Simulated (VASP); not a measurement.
# NaH (P4/mmm) in VASP: notebook, part 2 of 2

VASP 6.6.1.

## 3. Single point, LDA

This run uses another cell than the first one, of the same volume but with other edges.

INCAR

```
  ALGO = Normal
  EDIFF = 1E-6
  ENCUT = 520
  GGA = CA
  ISIF = 2
  ISMEAR = 0
  LASPH = T
  LCHARG = F
  LREAL = F
  LWAVE = F
  NBANDS = 11
  NELM = 100
  PREC = Accurate
  SIGMA = 0.02
```

KPOINTS

```
k-points
0
Gamma
  6 6 6
```

POSCAR

```
NaH
1.0
    3.0437777200      0.0000000000      0.0000000000
    0.0000000000      3.0437777200      0.0000000000
    0.0000000000      0.0000000000      2.7854877934
Na H
1 1
Direct
    0.0000000000      0.0000000000      0.0000000000
    0.5000000000      0.5000000000      0.5000000000
```

Potentials or basis: VASP PAW LDA potentials, release 64 (Na_pv, H).

On the command line:

```
> cat potpaw_LDA.64/Na_pv/POTCAR potpaw_LDA.64/H/POTCAR > POTCAR
> mpirun -np 1 vasp_std > vasp.out
```

OUTCAR:

```text
EDIFF = 1E-6
   ENCUT = 520
   GGA = CA
   ISIF = 2
   ISMEAR = 0
   LASPH = T
   LREAL = F
   NELM = 100
   PREC = Accurate

 ion  position               nearest neighbor table
   1  0.000  0.000  0.000-
   2  0.500  0.500  0.500-

  LATTYP: Found a simple tetragonal cell.
 ALAT       =     3.0437777200
 C/A-ratio  =     0.9151416594

  Lattice vectors:

 A1 = (   3.0437777200,   0.0000000000,   0.0000000000)
 A2 = (   0.0000000000,   3.0437777200,   0.0000000000)
 A3 = (   0.0000000000,   0.0000000000,   2.7854877934)

Analysis of symmetry for initial positions (statically):
=====================================================================
 Subroutine PRICEL returns:
 Original cell was already a primitive cell.

 Routine SETGRP: Setting up the symmetry group for a
 simple tetragonal supercell.

 Subroutine GETGRP returns: Found 16 space group operations
 (whereof 16 operations were pure point group operations)
 out of a pool of 16 trial point group operations.

The static configuration has the point symmetry D_4h.

Analysis of symmetry for dynamics (positions and initial velocities):
=====================================================================
 Subroutine PRICEL returns:
 Original cell was already a primitive cell.

 Routine SETGRP: Setting up the symmetry group for a
 simple tetragonal supercell.

 Subroutine GETGRP returns: Found 16 space group operations
 (whereof 16 operations were pure point group operations)
 out of a pool of 16 trial point group operations.

The dynamic configuration has the point symmetry D_4h.

 Subroutine INISYM returns: Found 16 space group operations
 (whereof 16 operations are pure point group operations),
 and found     1 'primitive' translations

----------------------------------------------------------------------------------------

                                     Primitive cell

[... 112 lines left out ...]
  Fermi-wavevector in a.u.,A,eV,Ry     =   1.107973  2.093765 16.702564  1.227604
  Thomas-Fermi vector in A             =   2.244494
   LORBIT       =      0    0 simple, 1 ext, 2 COOP (PROOUT), +10 PAW based schemes
   GGA     = CA    functional components
   LHFCALC =     F    Hartree Fock is set to
   AEXX    =    0.0000 exact exchange contribution
   IVDW    =     0    specifies the selected vdW correction
   LEPSILON=     F    determine dielectric tensor
   LRPA    =     F    only Hartree local field effects (RPA)
 non-spin polarized calculation
 Gauss-broadening in eV      SIGMA  =   0.02
  energy-cutoff  :      520.00
  volume of cell :       25.81
 maximum number of plane-waves:       716
 NGX is ok and might be reduce to    24

 number of electron       7.9999998 magnetization

 Free energy of the ion-electron system (eV)
  ---------------------------------------------------
  ext. energy  EPLUGINS =         0.00000000
  ---------------------------------------------------
  free energy    TOTEN  =        -5.04388285 eV

  energy without entropy =       -5.04388285  energy(sigma->0) =       -5.04388285

 E-fermi :   1.4911     XC(G=0):  -8.6182

 val. band max:        1.3609893627   @ k =   0.5000   0.5000   0.5000
 cond. band min:       1.6004875187   @ k =   0.5000   0.0000   0.0000
 fundamental gap:      0.2394981560
 Fermi energy:         1.4911137845

 k-point     1 :       0.0000    0.0000    0.0000
  band No.  band energies     occupation
      1     -23.4542      2.00000
      2     -23.4542      2.00000
      3     -23.4316      2.00000
      4      -4.8754      2.00000
      5       9.3829      0.00000
      6      11.0016      0.00000
      7      12.4018      0.00000
      8      12.4018      0.00000
      9      12.9831      0.00000
     10      15.4743      0.00000
     11      24.7409      0.00000
[... 309 lines left out ...]
 k-point    24 :       0.5000    0.0000    0.3333
  band No.  band energies     occupation
      1     -23.6283      2.00000
      2     -23.5648      2.00000
      3     -23.4203      2.00000
      4      -1.0562      2.00000
      5       3.7185      0.00000
      6       7.1835      0.00000
      7      10.2144      0.00000
      8      14.5410      0.00000
      9      16.5162      0.00000
     10      18.0022      0.00000
     11      19.8115      0.00000

 [... further k-points ...]
[... 5 lines left out ...]
  --------------------------------------------------------------------------------------
  -------------------------------------------------------------------------------------
  Total       -0.8503149     -0.8503149      0.7466756      0.0000000      0.0000000      0.0000000
  in kB      -52.7914078    -52.7914078     46.3570122      0.0000000      0.0000000      0.0000000
  external PRESSURE =     -19.7419345 kB  Pullay stress =       0.0000000 kB

 VOLUME and BASIS-vectors are now :
 -----------------------------------------------------------------------------
  energy-cutoff  :      520.00
  volume of cell :       25.81
      direct lattice vectors                 reciprocal lattice vectors
     3.043777720  0.000000000  0.000000000     0.328539102  0.000000000  0.000000000
     0.000000000  3.043777720  0.000000000     0.000000000  0.328539102  0.000000000
     0.000000000  0.000000000  2.785487793     0.000000000  0.000000000  0.359003548

 POSITION                                       TOTAL-FORCE (eV/Angst)
 -----------------------------------------------------------------------------------
      0.00000      0.00000      0.00000         0.000000      0.000000      0.000000
      1.52189      1.52189      1.39274         0.000000      0.000000      0.000000
 -----------------------------------------------------------------------------------
    total drift:                                0.000000      0.000000      0.000000

  FREE ENERGIE OF THE ION-ELECTRON SYSTEM (eV)
  ---------------------------------------------------
  free  energy   TOTEN  =        -5.0438828483 eV

  energy  without entropy=       -5.0438828483  energy(sigma->0) =       -5.04388285
```

stdout:

```text
POSCAR found type information on POSCAR NaH
 POSCAR found :  2 types and       2 ions
 scaLAPACK will be used
 LDA part: xc-table for (Slater(with rela. corr.)+CA(PZ))
 , standard interpolation
 POSCAR, INCAR and KPOINTS ok, starting setup
 FFT: planning ... GRIDC
 FFT: planning ... GRID_SOFT
 FFT: planning ... GRID
 WAVECAR not read
 entering main loop
```

It took 4.9 s on 1 thread of Intel Xeon Platinum 8259CL at 2.50GHz (Skylake/Cascade Lake), shared host; peak memory 0.12 GiB.

What came out:

| Quantity | Value |
| --- | --- |
| Free energy | -5.0439 eV |
| Pressure | -2.0 GPa |
| Band gap on the k mesh | 0.24 eV, indirect (least direct gap 4.05 eV) |

Stress tensor (GPa, compression positive):
```
-5.28  0.00  0.00
 0.00 -5.28  0.00
 0.00  0.00  4.64
```

Levels at points of the mesh, in eV from the valence-band top:
```
           k point  band 2  band 3  band 4  band 5  band 6  band 7
(0.00, 0.00, 0.00)  -24.82  -24.79   -6.24    8.02    9.64   11.04
(0.50, 0.00, 0.00)  -24.80  -24.78   -3.81    0.24   10.50   13.02
(0.50, 0.50, 0.00)  -24.94  -24.77   -2.20    3.30    3.30    5.70
(0.00, 0.00, 0.50)  -24.79  -24.79   -3.20    1.09   10.11   13.45
(0.50, 0.00, 0.50)  -24.91  -24.77   -1.66    3.97    4.14    6.52
(0.50, 0.50, 0.50)  -24.90  -24.90    0.00    6.38    6.38    6.71
```

A k mesh can miss the band edges.
